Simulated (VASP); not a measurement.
# SrCl2 (P1) in VASP: single point with PBE

Aim: the single point of SrCl2 with PBE.

Everything below comes from runs of VASP 6.6.1. Logs are shortened: lines on timing, memory, paths and dates and some standing lists are left out, and cuts for length are marked.

### Step 1. The cell of the first run

The typed cell holds 3 atoms: a = 4.981 Å, b = 5.030 Å, c = 5.000 Å, α = 59.70°, β = 60.16°, γ = 61.02°.

### Step 2. Single point, PBE (atoms moved at random and the cell strained at random)

INCAR reads:

```
SYSTEM = SrCl2
PREC     = Accurate       ! precision mode
ENCUT    = 520            ! plane-wave cutoff, eV
EDIFF    = 1E-6           ! SCF threshold, eV
ISMEAR   = 0              ! smearing method
SIGMA    = 0.05           ! smearing width, eV
LREAL    = .FALSE.        ! projectors in reciprocal space
LASPH    = .TRUE.         ! aspherical terms in the spheres
NELM     = 80             ! most SCF steps
ALGO     = Normal         ! electronic algorithm
ISIF     = 2              ! what is computed and relaxed
LWAVE    = .FALSE.        ! write WAVECAR
LCHARG   = .TRUE.         ! write CHGCAR
GGA      = PE             ! functional
LELF     = .TRUE.         ! ELF
LVHAR    = .TRUE.       
NBANDS   = 19             ! bands
```

KPOINTS reads:

```
Automatic mesh
0
G
  8 8 8
  0 0 0
```

POSCAR reads:

```
SrCl2
1.0
   -0.0197993680      3.5399399290      3.5041322120
    3.5948607954     -0.0332334580      3.5175663020
    3.5559893277      3.5145025512      0.0056380098
Sr Cl
1 2
Direct
    0.0093408096      0.0432663828     -0.0259333116
    0.1967145101      0.1967699812      0.3000574013
    0.7939446803      0.7599636360      0.7258759103
```

Potentials or basis: VASP PAW PBE potentials, release 64 (Sr_sv, Cl).

Launch:

```sh
$ cat potpaw_PBE.64/Sr_sv/POTCAR potpaw_PBE.64/Cl/POTCAR > POTCAR
$ mpirun -np 1 vasp_std > vasp.out
```

OUTCAR:

```text
SYSTEM = SrCl2
   PREC = Accurate
   ENCUT = 520
   EDIFF = 1E-6
   ISMEAR = 0
   LREAL = .FALSE.
   LASPH = .TRUE.
   NELM = 80
   ISIF = 2
   GGA = PE

 ion  position               nearest neighbor table
   1  0.009  0.043  0.974-   2 2.76   2 2.79   3 2.96   3 3.05   3 3.06   3 3.23   2 3.36   2 3.51

   2  0.197  0.197  0.300-   1 2.76   1 2.79   1 3.36   1 3.51
   3  0.794  0.760  0.726-   1 2.96   1 3.05   1 3.06   1 3.23

  LATTYP: Found a triclinic cell.
 ALAT       =     5.0296522037
 B/A-ratio  =     1.3949455099
 C/A-ratio  =     0.9940412963
 COS(alpha) =     0.0022799746
 COS(beta)  =     0.5044931943
 COS(gamma) =     0.7013129264

  Lattice vectors:

 A1 = (  -3.5948607954,   0.0332334580,  -3.5175663020)
 A2 = (  -0.0190720997,   0.0077960802,  -7.0160605042)
 A3 = (  -3.5559893277,  -3.5145025512,  -0.0056380098)

Analysis of symmetry for initial positions (statically):
=====================================================================
 Subroutine PRICEL returns:
 Original cell was already a primitive cell.

 Routine SETGRP: Setting up the symmetry group for a
 triclinic supercell.

 Subroutine GETGRP returns: Found  1 space group operations
 (whereof  1 operations were pure point group operations)
 out of a pool of  2 trial point group operations.

The static configuration has the point symmetry C_1 .

Analysis of symmetry for dynamics (positions and initial velocities):
=====================================================================
 Subroutine PRICEL returns:
 Original cell was already a primitive cell.

 Routine SETGRP: Setting up the symmetry group for a
 triclinic supercell.

 Subroutine GETGRP returns: Found  1 space group operations
 (whereof  1 operations were pure point group operations)
 out of a pool of  2 trial point group operations.

The dynamic configuration has the point symmetry C_1 .

 Subroutine INISYM returns: Found  1 space group operations
 (whereof  1 operations are pure point group operations),
 and found     1 'primitive' translations

----------------------------------------------------------------------------------------

                                     Primitive cell

  volume of cell :      89.1379

  direct lattice vectors                    reciprocal lattice vectors
    -0.019799368  3.539939929  3.504132212    -0.138691588  0.140099263  0.143062815
[... 81 lines left out ...]
   ICHARG =      2    charge: 1-file 2-atom 10-const
   ISPIN  =      1    spin polarized calculation?
   LNONCOLLINEAR =      F non collinear calculations
   LSORBIT =      F    spin-orbit coupling
   LASPH  =      T    aspherical Exc in radial PAW
   ENCUT  =  520.0 eV  38.22 Ry    6.18 a.u.   9.26  9.35  9.30*2*pi/ulx,y,z
   NELM   =     80;   NELMIN=  2; NELMDL= -5     # of ELM steps
   EDIFF  = 0.1E-05   stopping-criterion for ELM
   LREAL  =      F    real-space projection
   EDIFFG = 0.1E-04   stopping-criterion for IOM
   NSW    =      0    number of steps for IOM
   IBRION =     -1    ionic relax: 0-MD 1-quasi-New 2-CG
   NFREE  =      0    steps in history (QN), initial steepest desc. (CG)
   ISIF   =      2    stress and relaxation
   ISYM   =      2    0-nonsym 1-usesym 2-fastsym
   POTIM  = 0.5000    time-step for ionic-motion
   TEBEG  =    0.0;   TEEND  =   0.0 temperature during run
   PSTRESS=    0.0 pullay stress
   NELECT =      24.0000    total number of electrons
   NUPDOWN=      -1.0000    fix difference up-down
   EMIN   =  10.00;   EMAX   =-10.00  energy-range for DOS
   EFERMI =   0.00;   METHOD = LEGACY
   ISMEAR =     0;   SIGMA  =   0.05  broadening in eV -4-tet -1-fermi 0-gaus
   EFERMI_NEDOS =   21; number of points for ismear=-14 and -15
   IALGO  =     38    algorithm
   IMIX   =      4    mixing-type and parameters
     AMIX     =   0.40;   BMIX     =  1.00
     AMIX_MAG =   1.60;   BMIX_MAG =  1.00
  volume/ion in A,a.u.               =      29.71       200.51
  Fermi-wavevector in a.u.,A,eV,Ry     =   1.057120  1.997668 15.204553  1.117503
  Thomas-Fermi vector in A             =   2.192381
   LORBIT       =      0    0 simple, 1 ext, 2 COOP (PROOUT), +10 PAW based schemes
   GGA     = PE    functional components
   LHFCALC =     F    Hartree Fock is set to
   AEXX    =    0.0000 exact exchange contribution
   IVDW    =     0    specifies the selected vdW correction
   LEPSILON=     F    determine dielectric tensor
   LRPA    =     F    only Hartree local field effects (RPA)
 non-spin polarized calculation
 Gauss-broadening in eV      SIGMA  =   0.05
  energy-cutoff  :      520.00
  volume of cell :       89.14
 maximum number of plane-waves:      2419
 NGX is ok and might be reduce to    40
   NGX = 19   NGY = 19   NGZ = 19

 number of electron      24.0000001 magnetization

 Free energy of the ion-electron system (eV)
  ---------------------------------------------------
  ext. energy  EPLUGINS =         0.00000000
  ---------------------------------------------------
  free energy    TOTEN  =       -12.32185735 eV

  energy without entropy =      -12.32185735  energy(sigma->0) =      -12.32185735

 E-fermi :   0.5151     XC(G=0):  -8.0334

 val. band max:        0.2113222272   @ k =   0.5000   0.5000  -0.0000
 cond. band min:       4.8394318266   @ k =   0.0000   0.0000   0.0000
 fundamental gap:      4.6281095994
 Fermi energy:         0.5150709973

 k-point     1 :       0.0000    0.0000    0.0000
  band No.  band energies     occupation
      1     -33.1031      2.00000
      2     -15.1458      2.00000
      3     -15.1187      2.00000
      4     -15.1168      2.00000
      5     -13.4100      2.00000
      6     -12.4697      2.00000
[... 505 lines left out ...]
      6     -12.5770      2.00000
[... 11 lines left out ...]
     18       8.5339      0.00000
     19       9.5826      0.00000

 [... further k-points ...]
[... 5 lines left out ...]
  --------------------------------------------------------------------------------------
  -------------------------------------------------------------------------------------
  Total        0.4010021      0.6758134      2.3637366      1.3983399     -0.2061882      0.3054821
  in kB        7.2076655     12.1471606     42.4861181     25.1339480     -3.7060544      5.4907755
  external PRESSURE =      20.6136481 kB  Pullay stress =       0.0000000 kB

 VOLUME and BASIS-vectors are now :
 -----------------------------------------------------------------------------
  energy-cutoff  :      520.00
  volume of cell :       89.14
      direct lattice vectors                 reciprocal lattice vectors
    -0.019799368  3.539939929  3.504132212    -0.138691588  0.140099263  0.143062815
     3.594860795 -0.033233458  3.517566302     0.137935909 -0.139791964  0.141999836
     3.555989328  3.514502551  0.005638010     0.140999749  0.142100125 -0.142755516

 POSITION                                       TOTAL-FORCE (eV/Angst)
 -----------------------------------------------------------------------------------
      3.61912      3.45499      0.19042        -0.131080      0.022745     -0.631786
      1.77047      1.74437      1.38316         0.019121      0.156056      1.726452
      5.29745      5.33635      5.45940         0.111959     -0.178800     -1.094666
 -----------------------------------------------------------------------------------
    total drift:                               -0.000017      0.000005      0.000022

  FREE ENERGIE OF THE ION-ELECTRON SYSTEM (eV)
  ---------------------------------------------------
  free  energy   TOTEN  =       -12.3218573534 eV

  energy  without entropy=      -12.3218573534  energy(sigma->0) =      -12.32185735
```

stdout:

```text
POSCAR found type information on POSCAR SrCl
 POSCAR found :  2 types and       3 ions
 scaLAPACK will be used
 LDA part: xc-table for (Slater+PW92), standard interpolation
 POSCAR, INCAR and KPOINTS ok, starting setup
 FFT: planning ... GRIDC
 FFT: planning ... GRID_SOFT
 FFT: planning ... GRID
 WAVECAR not read
 entering main loop
```

Wall time 4.2 min (1 thread of Intel Xeon Platinum 8559C (Emerald Rapids), shared host); peak memory 0.53 GiB.

Results:

```yaml
Free_energy: -12.3219 eV
Pressure: 2.1 GPa
Largest_force: 1.734 eV/Å
Band_gap_on_the_k_mesh: 4.63 eV (least direct gap 4.87 eV)
```

Forces in eV/Å, atoms in the order of the input:
```
Sr  -0.131  0.023 -0.632
Cl   0.019  0.156  1.726
Cl   0.112 -0.179 -1.095
```

Stress tensor (GPa, compression positive):
```
 0.72  2.51  0.55
 2.51  1.21 -0.37
 0.55 -0.37  4.25
```

Levels at points of the mesh, in eV from the valence-band top:
```csv
k point,band 8,band 9,band 10,band 11,band 12,band 13,band 14,band 15,band 16,band 17
"(0.00, 0.00, 0.00)",-2.34,-2.02,-0.93,-0.84,-0.24,4.63,5.65,6.13,7.79,8.16
"(0.50, 0.00, 0.00)",-1.90,-1.80,-1.41,-1.39,-0.52,6.14,6.51,7.01,7.40,7.87
"(0.00, 0.50, 0.00)",-1.80,-1.77,-1.49,-1.41,-0.51,6.01,6.43,6.51,7.23,8.29
"(0.50, 0.50, 0.00)",-2.19,-2.07,-1.01,-0.52,0.00,5.19,6.45,6.85,7.20,8.23
"(0.00, 0.00, 0.50)",-2.12,-1.87,-1.40,-1.15,-0.81,5.87,6.52,6.59,7.29,7.42
"(0.50, 0.00, 0.50)",-2.40,-1.99,-1.20,-0.40,-0.19,5.43,6.53,6.88,7.03,7.42
"(0.00, 0.50, 0.50)",-2.39,-2.00,-1.14,-0.46,-0.21,5.46,6.47,6.85,7.00,7.38
"(0.50, 0.50, 0.50)",-2.13,-1.82,-1.41,-1.21,-0.81,5.87,6.50,6.54,7.27,7.40
```

Caveat: the cell differs from its parent crystal (atoms moved at random and the cell strained at random); forces of over 1 eV/Å act on the atoms, so gaps and moduli don't describe the material at rest.
